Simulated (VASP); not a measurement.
## Ca3P: single point with PBE

Ca3P:

```
Ca P
1.0
     4.76218    0.00000    0.00000
     0.00000    4.76218    0.00000
     0.00000    0.00000    4.76218
Ca P
3 1
Direct
  0.00000 0.50000 0.50000
  0.50000 0.00000 0.50000
  0.50000 0.50000 0.00000
  0.00000 0.00000 0.00000
```

```json
{
 "Program": "VASP 6.6.1",
 "Task": "single point",
 "Functional": "PBE",
 "Potentials or basis": "VASP PAW PBE potentials, release 64 (Ca_sv, P)",
 "Cutoff": "520 eV",
 "k mesh": "10 × 10 × 10",
 "Occupations": "gaussian, width 0.1 eV",
 "Spin": "no spin polarisation"
}
```

```json
{"Pressure": "0.1 GPa", "Band gap on the k mesh": "zero (an odd number of electrons rules out a gap without spin polarisation)"}
```

Levels at points of the mesh, in eV from the Fermi level:
| k point | band 14 | band 15 | band 16 | band 17 | band 18 | band 19 | band 20 | band 21 |
| --- | --- | --- | --- | --- | --- | --- | --- | --- |
| (0.00, 0.00, 0.00) | -3.11 | -2.17 | -2.17 | -2.17 | -0.65 | -0.65 | 0.18 | 0.18 |
| (0.50, 0.00, 0.00) | -4.52 | -2.52 | -2.52 | -1.42 | 0.18 | 0.44 | 0.73 | 1.19 |
| (0.50, 0.50, 0.00) | -3.81 | -3.81 | -2.65 | -1.45 | 0.69 | 0.77 | 0.77 | 1.50 |
| (0.50, 0.50, 0.50) | -3.04 | -3.04 | -3.04 | -1.15 | -1.15 | -1.15 | 0.22 | 1.86 |

It took 51 s on 1 thread of Intel(R) Xeon(R) Platinum 8559C (Emerald Rapids), on a shared host, peak memory 0.27 GiB.
